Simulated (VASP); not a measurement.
# AlC3 (Pm-3m) in VASP: notebook

AlC3 is run at these levels: LDA, PBEsol; tasks: single point.

Program: VASP 6.6.1. These are calculated values, not measurements. Logs are shortened: lines on timing, memory, paths and dates and some standing lists are left out, and cuts for length are marked.

### 1 The cell of the first run

It takes space group Pm-3m (No. 221, cubic). The conventional cell has a = 3.082 Å, b = 3.082 Å, c = 3.082 Å, α = 90.00°, β = 90.00°, γ = 90.00°. Within 2.9 Å of Al (site symmetry m-3m) lie 12 C at 2.18 Å. C (site symmetry 4/mmm) has 4 Al at 2.18 Å and 8 C at 2.18 Å within 2.9 Å.

### 2 Single point, LDA (strained)

The input, INCAR:

```
SYSTEM = AlC3
  PREC = Accurate
  ENCUT = 520
  EDIFF = 1E-7
  ISMEAR = 0
  SIGMA = 0.1
  LREAL = .False.
  LASPH = .True.
  NELM = 60
  ALGO = Normal
  ISIF = 2
  LWAVE = .False.
  LCHARG = .False.
  GGA = CA
  NBANDS = 16
```

The input, KPOINTS:

```
Automatic mesh
0
Gamma
  14 14 14
  0 0 0
```

The input, POSCAR:

```
AlC3
1.0
    3.0819857075      0.0000000000      0.0000000000
    0.0000000000      3.0819857075      0.0000000000
    0.0000000000      0.0000000000      3.0819857075
Al C
1 3
Direct
    0.0000000000      0.0000000000      0.0000000000
    0.0000000000      0.5000000000      0.5000000000
    0.5000000000      0.0000000000      0.5000000000
    0.5000000000      0.5000000000      0.0000000000
```

Potentials or basis: VASP PAW LDA potentials, release 64 (Al, C).

Launch:

```
cat potpaw_LDA.64/Al/POTCAR potpaw_LDA.64/C/POTCAR > POTCAR
mpirun -np 1 vasp_std > vasp.out
```

OUTCAR:

```text
SYSTEM = AlC3
   PREC = Accurate
   ENCUT = 520
   EDIFF = 1E-7
   ISMEAR = 0
   LREAL = .False.
   LASPH = .True.
   NELM = 60
   ISIF = 2
   GGA = CA

 ion  position               nearest neighbor table
   1  0.000  0.000  0.000-   2 2.18   3 2.18   4 2.18   2 2.18   3 2.18   2 2.18   4 2.18   2 2.18
                             3 2.18   4 2.18   3 2.18   4 2.18
   2  0.000  0.500  0.500-   1 2.18   1 2.18   1 2.18   1 2.18
   3  0.500  0.000  0.500-   1 2.18   1 2.18   1 2.18   1 2.18
   4  0.500  0.500  0.000-   1 2.18   1 2.18   1 2.18   1 2.18

  LATTYP: Found a simple cubic cell.
 ALAT       =     3.0819857075

  Lattice vectors:

 A1 = (   3.0819857075,   0.0000000000,   0.0000000000)
 A2 = (   0.0000000000,   3.0819857075,   0.0000000000)
 A3 = (   0.0000000000,   0.0000000000,   3.0819857075)

Analysis of symmetry for initial positions (statically):
=====================================================================
 Subroutine PRICEL returns:
 Original cell was already a primitive cell.

 Routine SETGRP: Setting up the symmetry group for a
 simple cubic supercell.

 Subroutine GETGRP returns: Found 48 space group operations
 (whereof 48 operations were pure point group operations)
 out of a pool of 48 trial point group operations.

The static configuration has the point symmetry O_h .

Analysis of symmetry for dynamics (positions and initial velocities):
=====================================================================
 Subroutine PRICEL returns:
 Original cell was already a primitive cell.

 Routine SETGRP: Setting up the symmetry group for a
 simple cubic supercell.

 Subroutine GETGRP returns: Found 48 space group operations
 (whereof 48 operations were pure point group operations)
 out of a pool of 48 trial point group operations.

The dynamic configuration has the point symmetry O_h .

 Subroutine INISYM returns: Found 48 space group operations
 (whereof 48 operations are pure point group operations),
 and found     1 'primitive' translations

----------------------------------------------------------------------------------------

                                     Primitive cell

  volume of cell :      29.2747

  direct lattice vectors                    reciprocal lattice vectors
     3.081985707  0.000000000  0.000000000     0.324466138  0.000000000  0.000000000
     0.000000000  3.081985707  0.000000000     0.000000000  0.324466138  0.000000000
     0.000000000  0.000000000  3.081985707     0.000000000  0.000000000  0.324466138

  length of vectors
     3.081985707  3.081985707  3.081985707     0.324466138  0.324466138  0.324466138

  position of ions in fractional coordinates (direct lattice)
     0.000000000  0.000000000  0.000000000
     0.000000000  0.500000000  0.500000000
     0.500000000  0.000000000  0.500000000
     0.500000000  0.500000000  0.000000000

  ion indices of the primitive-cell ions
   primitive index   ion index
                 1           1
                 2           2
                 3           3
                 4           4

----------------------------------------------------------------------------------------

 KPOINTS: Automatic mesh

Automatic generation of k-mesh.
 Grid dimensions read from file:
 generate k-points for:   14   14   14

 Generating k-lattice:

  Cartesian coordinates                     Fractional coordinates (reciprocal lattice)
     0.023176153  0.000000000  0.000000000     0.071428571  0.000000000  0.000000000
     0.000000000  0.023176153  0.000000000     0.000000000  0.071428571  0.000000000
     0.000000000  0.000000000  0.023176153     0.000000000  0.000000000  0.071428571

  Length of vectors
     0.023176153  0.023176153  0.023176153

  Shift w.r.t. Gamma in fractional coordinates (k-lattice)
     0.000000000  0.000000000  0.000000000

 Subroutine IBZKPT returns following result:
 ===========================================

 Found    120 irreducible k-points:

 Following reciprocal coordinates:
            Coordinates               Weight
  0.000000  0.000000  0.000000      1.000000
  0.071429  0.000000  0.000000      6.000000
  0.142857  0.000000  0.000000      6.000000
  0.214286  0.000000  0.000000      6.000000
  0.285714  0.000000  0.000000      6.000000
  0.357143  0.000000  0.000000      6.000000
[... 16 lines left out ...]
  0.285714  0.214286  0.000000     24.000000
  0.357143  0.214286  0.000000     24.000000
 [... further k-points ...]
   k-points           NKPTS =    120   k-points in BZ     NKDIM =    120   number of bands    NBANDS=     16
   number of dos      NEDOS =    301   number of ions     NIONS =      4
   total plane-waves  NPLWV =  13824
   dimension x,y,z NGX =    24 NGY =   24 NGZ =   24
   dimension x,y,z NGXF=    48 NGYF=   48 NGZF=   48
   ions per type =               1   3
   NGX,Y,Z   is equivalent  to a cutoff of  12.95, 12.95, 12.95 a.u.
   NGXF,Y,Z  is equivalent  to a cutoff of  25.89, 25.89, 25.89 a.u.
 SYSTEM =  AlC3
   PREC   = accura    normal or accurate (medium, high low for compatibility)
   ISTART =      0    job   : 0-new  1-cont  2-samecut
   ICHARG =      2    charge: 1-file 2-atom 10-const
   ISPIN  =      1    spin polarized calculation?
   LNONCOLLINEAR =      F non collinear calculations
   LSORBIT =      F    spin-orbit coupling
   LASPH  =      T    aspherical Exc in radial PAW
   ENCUT  =  520.0 eV  38.22 Ry    6.18 a.u.   5.73  5.73  5.73*2*pi/ulx,y,z
   NELM   =     60;   NELMIN=  2; NELMDL= -5     # of ELM steps
   EDIFF  = 0.1E-06   stopping-criterion for ELM
   LREAL  =      F    real-space projection
   EDIFFG = 0.1E-05   stopping-criterion for IOM
   NSW    =      0    number of steps for IOM
   IBRION =     -1    ionic relax: 0-MD 1-quasi-New 2-CG
   NFREE  =      0    steps in history (QN), initial steepest desc. (CG)
   ISIF   =      2    stress and relaxation
   ISYM   =      2    0-nonsym 1-usesym 2-fastsym
   POTIM  = 0.5000    time-step for ionic-motion
   TEBEG  =    0.0;   TEEND  =   0.0 temperature during run
   PSTRESS=    0.0 pullay stress
   NELECT =      15.0000    total number of electrons
   NUPDOWN=      -1.0000    fix difference up-down
   EMIN   =  10.00;   EMAX   =-10.00  energy-range for DOS
   EFERMI =   0.00;   METHOD = LEGACY
   ISMEAR =     0;   SIGMA  =   0.10  broadening in eV -4-tet -1-fermi 0-gaus
   EFERMI_NEDOS =   21; number of points for ismear=-14 and -15
   IALGO  =     38    algorithm
   IMIX   =      4    mixing-type and parameters
     AMIX     =   0.40;   BMIX     =  1.00
     AMIX_MAG =   1.60;   BMIX_MAG =  1.00
  volume/ion in A,a.u.               =       7.32        49.39
  Fermi-wavevector in a.u.,A,eV,Ry     =   1.310010  2.475560 23.349317  1.716126
  Thomas-Fermi vector in A             =   2.440570
   LORBIT       =      0    0 simple, 1 ext, 2 COOP (PROOUT), +10 PAW based schemes
   GGA     = CA    functional components
   LHFCALC =     F    Hartree Fock is set to
   AEXX    =    0.0000 exact exchange contribution
   IVDW    =     0    specifies the selected vdW correction
   LEPSILON=     F    determine dielectric tensor
   LRPA    =     F    only Hartree local field effects (RPA)
 non-spin polarized calculation
 Gauss-broadening in eV      SIGMA  =   0.10
  energy-cutoff  :      520.00
  volume of cell :       29.27
 maximum number of plane-waves:       840
 NGX is ok and might be reduce to    24
   NGX = 11   NGY = 11   NGZ = 11

 number of electron      14.9999999 magnetization

 Free energy of the ion-electron system (eV)
  ---------------------------------------------------
  ext. energy  EPLUGINS =         0.00000000
  ---------------------------------------------------
  free energy    TOTEN  =       -23.61532146 eV

  energy without entropy =      -23.60401564  energy(sigma->0) =      -23.60966855

 E-fermi :  10.9393     XC(G=0): -12.9796

 val. band max:       10.9334548572   @ k =   0.2143   0.1429   0.0000
 cond. band min:      10.9445023686   @ k =   0.2857   0.2143   0.1429
 fundamental gap:      0.0110475114
 Fermi energy:        10.9392735195

 k-point     1 :       0.0000    0.0000    0.0000
  band No.  band energies     occupation
      1      -7.9708      2.00000
      2       4.0538      2.00000
      3       4.0538      2.00000
      4       4.0538      2.00000
      5       4.4319      2.00000
      6       4.4319      2.00000
[... 8 lines left out ...]
     15      22.2475      0.00000
     16      23.5318      0.00000

 k-point     2 :       0.0714    0.0000    0.0000
  band No.  band energies     occupation
      1      -7.9028      2.00000
      2       2.8259      2.00000
      3       4.1163      2.00000
      4       4.1163      2.00000
      5       4.4814      2.00000
      6       5.5876      2.00000
[... 8 lines left out ...]
     15      22.5100      0.00000
     16      23.6043      0.00000

 k-point     3 :       0.1429    0.0000    0.0000
  band No.  band energies     occupation
      1      -7.6989      2.00000
      2       1.4204      2.00000
      3       4.3028      2.00000
      4       4.3028      2.00000
      5       4.6288      2.00000
      6       6.7776      2.00000
[... 8 lines left out ...]
     15      23.2255      0.00000
     16      23.8230      0.00000

 k-point     4 :       0.2143    0.0000    0.0000
  band No.  band energies     occupation
      1      -7.3611      2.00000
      2       0.0514      2.00000
      3       4.6088      2.00000
      4       4.6088      2.00000
      5       4.8680      2.00000
      6       7.8091      2.00000
[... 8 lines left out ...]
     15      23.8026      0.00000
     16      23.8026      0.00000
[... 324 lines left out ...]
 k-point    22 :       0.2143    0.2143    0.0000
  band No.  band energies     occupation
      1      -6.7555      2.00000
      2       0.1924      2.00000
      3       1.1315      2.00000
      4       5.1639      2.00000
      5       6.7957      2.00000
      6       7.8053      2.00000
[... 8 lines left out ...]
     15      22.2802      0.00000
     16      23.8432      0.00000

 k-point    23 :       0.2857    0.2143    0.0000
  band No.  band energies     occupation
      1      -6.2905      2.00000
      2      -0.7567      2.00000
      3       1.2106      2.00000
      4       5.5803      2.00000
      5       6.5417      2.00000
      6       7.3567      2.00000
[... 8 lines left out ...]
     15      21.7297      0.00000
     16      23.9203      0.00000

 k-point    24 :       0.3571    0.2143    0.0000
  band No.  band energies     occupation
      1      -5.7050      2.00000
      2      -1.8887      2.00000
      3       1.6629      2.00000
      4       5.5650      2.00000
      5       6.0848      2.00000
      6       7.7366      2.00000
[... 8 lines left out ...]
     15      21.3591      0.00000
     16      23.7526      0.00000

 [... further k-points ...]

------------------------ aborting loop because EDIFF is reached ----------------------------------------

  FORCE on cell =-STRESS in cart. coord.  units (eV):
  Direction    XX          YY          ZZ          XY          YZ          ZX
  --------------------------------------------------------------------------------------
  -------------------------------------------------------------------------------------
  Total        2.6062076      2.6062076      2.6062076     -0.0000000      0.0000000     -0.0000000
  in kB      142.6355319    142.6355319    142.6355319     -0.0000000      0.0000000     -0.0000000
  external PRESSURE =     142.6355319 kB  Pullay stress =       0.0000000 kB

 VOLUME and BASIS-vectors are now :
 -----------------------------------------------------------------------------
  energy-cutoff  :      520.00
  volume of cell :       29.27
      direct lattice vectors                 reciprocal lattice vectors
     3.081985707  0.000000000  0.000000000     0.324466138  0.000000000  0.000000000
     0.000000000  3.081985707  0.000000000     0.000000000  0.324466138  0.000000000
     0.000000000  0.000000000  3.081985707     0.000000000  0.000000000  0.324466138

 POSITION                                       TOTAL-FORCE (eV/Angst)
 -----------------------------------------------------------------------------------
      0.00000      0.00000      0.00000         0.000000      0.000000      0.000000
      0.00000      1.54099      1.54099         0.000000      0.000000      0.000000
      1.54099      0.00000      1.54099         0.000000      0.000000      0.000000
      1.54099      1.54099      0.00000         0.000000      0.000000      0.000000
 -----------------------------------------------------------------------------------
    total drift:                                0.000000     -0.000000     -0.000000

  FREE ENERGIE OF THE ION-ELECTRON SYSTEM (eV)
  ---------------------------------------------------
  free  energy   TOTEN  =       -23.6153214588 eV

  energy  without entropy=      -23.6040156436  energy(sigma->0) =      -23.60966855
```

It took 59 s on 1 thread of Intel Xeon 8259CL, shared host; peak memory 0.16 GiB.

What came out:

```yaml
Free_energy: -23.6153 eV
Pressure: 14.3 GPa
Band_gap_on_the_k_mesh: zero (an odd number of electrons rules out a gap without spin polarisation)
```

Caveat: the cell differs from its parent crystal (strained); the cell stands under pressure.

### 3 Single point, PBEsol (strained)

The input, INCAR:

```
SYSTEM = AlC3
  ALGO = Normal
  EDIFF = 1E-6
  ENCUT = 520
  GGA = PS
  ISIF = 2
  ISMEAR = 0
  LASPH = .True.
  LCHARG = .True.
  LELF = .True.
  LREAL = .False.
  LVHAR = .True.
  LWAVE = .False.
  NBANDS = 16
  NELM = 80
  PREC = Accurate
  SIGMA = 0.1
```

The input, KPOINTS:

```
k-points
0
Gamma
  14 14 14
  0 0 0
```

The input, POSCAR:

```
AlC3
1.0
    3.2624637930      0.0000000000      0.0000000000
    0.0000000000      3.2624637930      0.0000000000
    0.0000000000      0.0000000000      3.2624637930
Al C
1 3
Direct
    0.0000000000      0.0000000000      0.0000000000
    0.0000000000      0.5000000000      0.5000000000
    0.5000000000      0.0000000000      0.5000000000
    0.5000000000      0.5000000000      0.0000000000
```

Potentials or basis: VASP PAW PBE potentials, release 64 (Al, C).

Launch:

```
cat potpaw_PBE.64/Al/POTCAR potpaw_PBE.64/C/POTCAR > POTCAR
mpirun -np 1 vasp_std > vasp.out
```

It took 48 s on 1 thread of Intel Xeon 8259CL, shared host; peak memory 0.17 GiB.

It converged, with:

```yaml
Free_energy: -22.3655 eV
Pressure: -12.4 GPa
Band_gap_on_the_k_mesh: zero (an odd number of electrons rules out a gap without spin polarisation)
```

Levels at points of the mesh, in eV from the Fermi level:
| k point | band 5 | band 6 | band 7 | band 8 | band 9 | band 10 |
| --- | --- | --- | --- | --- | --- | --- |
| (0.00, 0.00, 0.00) | -5.69 | -5.69 | 1.34 | 1.34 | 1.34 | 1.69 |
| (0.50, 0.00, 0.00) | -3.65 | -2.07 | -2.07 | -1.70 | -0.78 | 0.60 |
| (0.50, 0.50, 0.00) | -1.30 | -1.30 | -1.02 | -0.46 | -0.29 | -0.29 |
| (0.50, 0.50, 0.50) | -7.46 | -7.46 | -7.46 | -1.29 | 4.90 | 4.90 |

Caveat: the cell differs from its parent crystal (strained); the cell stands under tension; the PAW data sets were made with another functional, which shifts forces and pressure a little.
